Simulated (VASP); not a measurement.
# Cs (Fmmm) in VASP: a series of runs

Runs on Cs. Level: PBE. Tasks: single point.

All numbers are computed with VASP 6.6.1; they aren't measurements. Logs are shortened: lines on timing, memory, paths and dates and some standing lists are left out, and cuts for length are marked.

### Step 1. The cell of the first run

Symmetry: Fmmm, No. 69, orthorhombic system. Conventional cell: a = 6.045 Å, b = 8.292 Å, c = 8.805 Å, α = 90.00°, β = 90.00°, γ = 90.00°.

### Step 2. Single point, PBE (strain -0.0600 x Voigt [0, 0, 0, 0, 1, 0])

File INCAR:

```
SYSTEM = Cs
PREC = Accurate
ENCUT = 520
EDIFF = 1E-6
ISMEAR = 0
SIGMA = 0.15
LREAL = .False.
LASPH = .True.
NELM = 100
ALGO = Fast
ISIF = 2
LWAVE = .False.
LCHARG = .True.
GGA = PE
LELF = .True.
LVHAR = .True.
NBANDS = 10
```

File KPOINTS:

```
Automatic mesh
0
Gamma
  12 12 12
  0 0 0
```

File POSCAR:

```
Cs
1.0
   -3.1131750000      3.0225000000      3.1131750000
    2.9318250000     -3.0225000000      2.9318250000
    3.1131750000      3.0225000000     -3.1131750000
Cs
1
Direct
    0.0000000000      0.0000000000      0.0000000000
```

Potentials or basis: VASP PAW PBE potentials, release 64 (Cs_sv).

Launch:

```sh
cat potpaw_PBE.64/Cs_sv/POTCAR > POTCAR
mpirun -np 1 vasp_std > vasp.out
```

OUTCAR:

```text
SYSTEM = Cs
   PREC = Accurate
   ENCUT = 520
   EDIFF = 1E-6
   ISMEAR = 0
   LREAL = .False.
   LASPH = .True.
   NELM = 100
   ISIF = 2
   GGA = PE

 ion  position               nearest neighbor table
   1  0.000  0.000  0.000-

  LATTYP: Found a face centered orthorhombic cell.
 ALAT       =     6.0450000000
 B/A-ratio  =     1.3717871555
 C/A-ratio  =     1.4566399692

  Lattice vectors:

 A1 = (   6.0450000000,   0.0000000000,  -0.1813500000)
 A2 = (   3.1131750000,   3.0225000000,  -3.1131750000)
 A3 = (   2.9318250000,   3.0225000000,   2.9318250000)

Analysis of symmetry for initial positions (statically):
=====================================================================
 Subroutine PRICEL returns:
 Original cell was already a primitive cell.

 Routine SETGRP: Setting up the symmetry group for a
 face centered orthorhombic supercell.

 Subroutine GETGRP returns: Found  8 space group operations
 (whereof  8 operations were pure point group operations)
 out of a pool of  8 trial point group operations.

The static configuration has the point symmetry D_2h.

Analysis of symmetry for dynamics (positions and initial velocities):
=====================================================================
 Subroutine PRICEL returns:
 Original cell was already a primitive cell.

 Routine SETGRP: Setting up the symmetry group for a
 face centered orthorhombic supercell.

 Subroutine GETGRP returns: Found  8 space group operations
 (whereof  8 operations were pure point group operations)
 out of a pool of  8 trial point group operations.

The dynamic configuration has the point symmetry D_2h.

 Subroutine INISYM returns: Found  8 space group operations
 (whereof  8 operations are pure point group operations),
 and found     1 'primitive' translations

----------------------------------------------------------------------------------------

                                     Primitive cell

  volume of cell :     110.3489

  direct lattice vectors                    reciprocal lattice vectors
    -3.113175000  3.022500000  3.113175000     0.004967250  0.165425972  0.165574989
     2.931825000 -3.022500000  2.931825000     0.170542239  0.000000000  0.170542239
     3.113175000  3.022500000 -3.113175000     0.165574989  0.165425972  0.004967250

  length of vectors
     5.340339260  5.130955263  5.340339260     0.234105751  0.241183147  0.234105751

  position of ions in fractional coordinates (direct lattice)
     0.000000000  0.000000000  0.000000000

  ion indices of the primitive-cell ions
   primitive index   ion index
                 1           1

----------------------------------------------------------------------------------------

 KPOINTS: Automatic mesh

Automatic generation of k-mesh.
 Grid dimensions read from file:
 generate k-points for:   12   12   12

 Generating k-lattice:

  Cartesian coordinates                     Fractional coordinates (reciprocal lattice)
     0.000413937  0.013785498  0.013797916     0.083333333 -0.000000000  0.000000000
     0.014211853  0.000000000  0.014211853     0.000000000  0.083333333  0.000000000
     0.013797916  0.013785498  0.000413937     0.000000000 -0.000000000  0.083333333

  Length of vectors
     0.019508813  0.020098596  0.019508813

  Shift w.r.t. Gamma in fractional coordinates (k-lattice)
     0.000000000  0.000000000  0.000000000

 Subroutine IBZKPT returns following result:
 ===========================================

 Found    280 irreducible k-points:

 Following reciprocal coordinates:
            Coordinates               Weight
  0.000000  0.000000  0.000000      1.000000
  0.083333 -0.000000  0.000000      8.000000
  0.166667 -0.000000  0.000000      8.000000
  0.250000  0.000000  0.000000      8.000000
  0.333333  0.000000 -0.000000      8.000000
  0.416667 -0.000000  0.000000      8.000000
[... 16 lines left out ...]
  0.333333  0.166667 -0.000000      8.000000
  0.416667  0.166667  0.000000      8.000000
 [... further k-points ...]
   k-points           NKPTS =    280   k-points in BZ     NKDIM =    280   number of bands    NBANDS=     10
   number of dos      NEDOS =    301   number of ions     NIONS =      1
   total plane-waves  NPLWV =  64000
   dimension x,y,z NGX =    40 NGY =   40 NGZ =   40
   dimension x,y,z NGXF=    80 NGYF=   80 NGZF=   80
   ions per type =               1
   NGX,Y,Z   is equivalent  to a cutoff of  12.45, 12.96, 12.45 a.u.
   NGXF,Y,Z  is equivalent  to a cutoff of  24.90, 25.92, 24.90 a.u.
 SYSTEM =  Cs
   PREC   = accura    normal or accurate (medium, high low for compatibility)
   ISTART =      0    job   : 0-new  1-cont  2-samecut
   ICHARG =      2    charge: 1-file 2-atom 10-const
   ISPIN  =      1    spin polarized calculation?
   LNONCOLLINEAR =      F non collinear calculations
   LSORBIT =      F    spin-orbit coupling
   LASPH  =      T    aspherical Exc in radial PAW
   ENCUT  =  520.0 eV  38.22 Ry    6.18 a.u.   9.93  9.54  9.93*2*pi/ulx,y,z
   NELM   =    100;   NELMIN=  2; NELMDL= -5     # of ELM steps
   EDIFF  = 0.1E-05   stopping-criterion for ELM
   LREAL  =      F    real-space projection
   EDIFFG = 0.1E-04   stopping-criterion for IOM
   NSW    =      0    number of steps for IOM
   IBRION =     -1    ionic relax: 0-MD 1-quasi-New 2-CG
   NFREE  =      0    steps in history (QN), initial steepest desc. (CG)
   ISIF   =      2    stress and relaxation
   ISYM   =      2    0-nonsym 1-usesym 2-fastsym
   POTIM  = 0.5000    time-step for ionic-motion
   TEBEG  =    0.0;   TEEND  =   0.0 temperature during run
   PSTRESS=    0.0 pullay stress
   NELECT =       9.0000    total number of electrons
   NUPDOWN=      -1.0000    fix difference up-down
   EMIN   =  10.00;   EMAX   =-10.00  energy-range for DOS
   EFERMI =   0.00;   METHOD = LEGACY
   ISMEAR =     0;   SIGMA  =   0.15  broadening in eV -4-tet -1-fermi 0-gaus
   EFERMI_NEDOS =   21; number of points for ismear=-14 and -15
   IALGO  =     68    algorithm
   IMIX   =      4    mixing-type and parameters
     AMIX     =   0.40;   BMIX     =  1.00
     AMIX_MAG =   1.60;   BMIX_MAG =  1.00
  volume/ion in A,a.u.               =     110.35       744.67
  Fermi-wavevector in a.u.,A,eV,Ry     =   0.709959  1.341627  6.857898  0.504041
  Thomas-Fermi vector in A             =   1.796679
   LORBIT       =      0    0 simple, 1 ext, 2 COOP (PROOUT), +10 PAW based schemes
   GGA     = PE    functional components
   LHFCALC =     F    Hartree Fock is set to
   AEXX    =    0.0000 exact exchange contribution
   IVDW    =     0    specifies the selected vdW correction
   LEPSILON=     F    determine dielectric tensor
   LRPA    =     F    only Hartree local field effects (RPA)
 non-spin polarized calculation
 RMM-DIIS sequential band-by-band and
 Gauss-broadening in eV      SIGMA  =   0.15
  energy-cutoff  :      520.00
  volume of cell :      110.35
 maximum number of plane-waves:      2997
   NGX = 19   NGY = 19   NGZ = 19

 number of electron       8.9999999 magnetization

 Free energy of the ion-electron system (eV)
  ---------------------------------------------------
  ext. energy  EPLUGINS =         0.00000000
  ---------------------------------------------------
  free energy    TOTEN  =        -0.85284226 eV

  energy without entropy =       -0.83696206  energy(sigma->0) =       -0.84490216

 E-fermi :   0.5608     XC(G=0):  -5.5115

 val. band max:        0.5522335364   @ k =   0.5000   0.0000   0.1667
 cond. band min:       0.5609234668   @ k =   0.1667   0.2500   0.0833
 fundamental gap:      0.0086899303
 Fermi energy:         0.5607624011

 k-point     1 :       0.0000    0.0000    0.0000
  band No.  band energies     occupation
      1     -23.2784      2.00000
      2     -10.0209      2.00000
      3     -10.0135      2.00000
      4     -10.0075      2.00000
      5      -1.1602      2.00000
      6       2.9470      0.00000
      7       3.0264      0.00000
      8       3.2084      0.00000
      9       3.9705      0.00000
     10       4.0231      0.00000

 k-point     2 :       0.0833   -0.0000    0.0000
  band No.  band energies     occupation
      1     -23.2778      2.00000
      2     -10.0267      2.00000
      3     -10.0196      2.00000
      4     -10.0103      2.00000
      5      -1.0798      2.00000
      6       2.9050      0.00000
      7       3.0043      0.00000
      8       3.1928      0.00000
      9       3.8409      0.00000
     10       3.9915      0.00000

 k-point     3 :       0.1667   -0.0000    0.0000
  band No.  band energies     occupation
      1     -23.2763      2.00000
      2     -10.0552      2.00000
      3     -10.0293      2.00000
      4     -10.0120      2.00000
      5      -0.8471      2.00000
      6       2.7037      0.00000
      7       2.7655      0.00000
      8       3.3776      0.00000
      9       3.7503      0.00000
     10       3.9654      0.00000

 k-point     4 :       0.2500    0.0000    0.0000
  band No.  band energies     occupation
      1     -23.2742      2.00000
      2     -10.0962      2.00000
      3     -10.0413      2.00000
      4     -10.0125      2.00000
      5      -0.4883      2.00000
      6       2.3017      0.00000
      7       2.5421      0.00000
      8       3.7361      0.00000
      9       3.8263      0.00000
     10       4.0127      0.00000
[... 222 lines left out ...]
 k-point    22 :       0.2500    0.1667   -0.0000
  band No.  band energies     occupation
      1     -23.2707      2.00000
      2     -10.1468      2.00000
      3     -10.0559      2.00000
      4     -10.0301      2.00000
      5       0.1878      1.99956
      6       1.8673      0.00000
      7       2.2501      0.00000
      8       3.6280      0.00000
      9       4.1861      0.00000
     10       4.4754      0.00000

 k-point    23 :       0.3333    0.1667   -0.0000
  band No.  band energies     occupation
      1     -23.2695      2.00000
      2     -10.1620      2.00000
      3     -10.0697      2.00000
      4     -10.0312      2.00000
      5       0.6254      0.54241
      6       1.5790      0.00000
      7       2.1321      0.00000
      8       3.6542      0.00000
      9       4.2114      0.00000
     10       4.7821      0.00000

 k-point    24 :       0.4167    0.1667    0.0000
  band No.  band energies     occupation
      1     -23.2693      2.00000
      2     -10.1616      2.00000
      3     -10.0778      2.00000
      4     -10.0318      2.00000
      5       0.8377      0.00902
      6       1.4537      0.00000
      7       2.0809      0.00000
      8       3.5899      0.00000
      9       4.3676      0.00000
     10       4.7627      0.00000

 [... further k-points ...]

------------------------ aborting loop because EDIFF is reached ----------------------------------------

  FORCE on cell =-STRESS in cart. coord.  units (eV):
  Direction    XX          YY          ZZ          XY          YZ          ZX
  --------------------------------------------------------------------------------------
  -------------------------------------------------------------------------------------
  Total        0.0766060      0.0830740      0.0766060      0.0000000      0.0000000      0.0635245
  in kB        1.1122586      1.2061685      1.1122586      0.0000000      0.0000000      0.9223247
  external PRESSURE =       1.1435619 kB  Pullay stress =       0.0000000 kB

 VOLUME and BASIS-vectors are now :
 -----------------------------------------------------------------------------
  energy-cutoff  :      520.00
  volume of cell :      110.35
      direct lattice vectors                 reciprocal lattice vectors
    -3.113175000  3.022500000  3.113175000     0.004967250  0.165425972  0.165574989
     2.931825000 -3.022500000  2.931825000     0.170542239  0.000000000  0.170542239
     3.113175000  3.022500000 -3.113175000     0.165574989  0.165425972  0.004967250

 POSITION                                       TOTAL-FORCE (eV/Angst)
 -----------------------------------------------------------------------------------
      0.00000      0.00000      0.00000         0.000000      0.000000      0.000000
 -----------------------------------------------------------------------------------
    total drift:                                0.000000     -0.000000     -0.000000

  FREE ENERGIE OF THE ION-ELECTRON SYSTEM (eV)
  ---------------------------------------------------
  free  energy   TOTEN  =        -0.8528422564 eV

  energy  without entropy=       -0.8369620598  energy(sigma->0) =       -0.84490216
```

Wall time 5.2 min (1 thread of AMD EPYC 7R13, shared host); peak memory 0.42 GiB.

What came out:

```yaml
Free_energy: -0.8528 eV
Pressure: 0.1 GPa
Band_gap_on_the_k_mesh: zero (an odd number of electrons rules out a gap without spin polarisation)
```

Stress tensor (GPa, compression positive):
```
0.11 0.00 0.09
0.00 0.12 0.00
0.09 0.00 0.11
```

Caveat: the cell differs from its parent crystal (strain -0.0600 x Voigt [0, 0, 0, 0, 1, 0]); spin-orbit coupling is left out, which moves the levels of the heavy elements.

### Step 3. Single point, PBE (strain +0.0525 x Voigt [0, 0, 0, 0, 1, 0])

File INCAR:

```
PREC = Accurate ; ENCUT = 520
EDIFF = 1E-6 ; ISMEAR = 0
SIGMA = 0.15 ; LREAL = F
LASPH = T ; NELM = 60
ALGO = Fast ; ISIF = 2
LWAVE = F ; LCHARG = F
GGA = PE ; NBANDS = 10
```

File KPOINTS:

```
Automatic mesh
0
Gamma
  12 12 12
```

File POSCAR:

```
Cs
1.0
   -2.9431593750      3.0225000000      2.9431593750
    3.1018406250     -3.0225000000      3.1018406250
    2.9431593750      3.0225000000     -2.9431593750
Cs
1
Direct
    0.0000000000      0.0000000000      0.0000000000
```

Potentials or basis: VASP PAW PBE potentials, release 64 (Cs_sv).

Launch:

```sh
cat potpaw_PBE.64/Cs_sv/POTCAR > POTCAR
mpirun -np 1 vasp_std > vasp.out
```

OUTCAR:

```text
PREC = Accurate
   ENCUT = 520
   EDIFF = 1E-6
   ISMEAR = 0
   LREAL = F
   LASPH = T
   NELM = 60
   ISIF = 2
   GGA = PE

 ion  position               nearest neighbor table
   1  0.000  0.000  0.000-

  LATTYP: Found a face centered orthorhombic cell.
 ALAT       =     6.0450000000
 B/A-ratio  =     1.3770904564
 C/A-ratio  =     1.4513366684

  Lattice vectors:

 A1 = (  -0.1586812500,   0.0000000000,  -6.0450000000)
[... 493 lines left out ...]
      9       4.4061      0.00000
     10       4.8106      0.00000

 [... further k-points ...]

------------------------ aborting loop because EDIFF is reached ----------------------------------------

  FORCE on cell =-STRESS in cart. coord.  units (eV):
  Direction    XX          YY          ZZ          XY          YZ          ZX
  --------------------------------------------------------------------------------------
  -------------------------------------------------------------------------------------
  Total        0.0764484      0.0814061      0.0764484      0.0000000      0.0000000     -0.0553934
  in kB        1.1097351      1.1817023      1.1097351      0.0000000      0.0000000     -0.8040974
  external PRESSURE =       1.1337241 kB  Pullay stress =       0.0000000 kB

 VOLUME and BASIS-vectors are now :
 -----------------------------------------------------------------------------
  energy-cutoff  :      520.00
  volume of cell :      110.37
      direct lattice vectors                 reciprocal lattice vectors
    -2.943159375  3.022500000  2.943159375    -0.004345426  0.165425972  0.165540039
     3.101840625 -3.022500000  3.101840625     0.161194613  0.000000000  0.161194613
     2.943159375  3.022500000 -2.943159375     0.165540039  0.165425972 -0.004345426

 POSITION                                       TOTAL-FORCE (eV/Angst)
 -----------------------------------------------------------------------------------
      0.00000      0.00000      0.00000         0.000000      0.000000      0.000000
 -----------------------------------------------------------------------------------
    total drift:                               -0.000000      0.000000      0.000000

  FREE ENERGIE OF THE ION-ELECTRON SYSTEM (eV)
  ---------------------------------------------------
  free  energy   TOTEN  =        -0.8533041606 eV

  energy  without entropy=       -0.8373251173  energy(sigma->0) =       -0.84531464
```

Wall time 4.7 min (1 thread of AMD EPYC 7R13, shared host); peak memory 0.42 GiB.

Results:

```
Free energy            : -0.8533 eV
Pressure               : 0.1 GPa
Band gap on the k mesh : zero (an odd number of electrons rules out a gap without spin polarisation)
```

Stress tensor (GPa, compression positive):
```
 0.11  0.00 -0.08
 0.00  0.12  0.00
-0.08  0.00  0.11
```

Caveat: the cell differs from its parent crystal (strain +0.0525 x Voigt [0, 0, 0, 0, 1, 0]); spin-orbit coupling is left out, which moves the levels of the heavy elements.
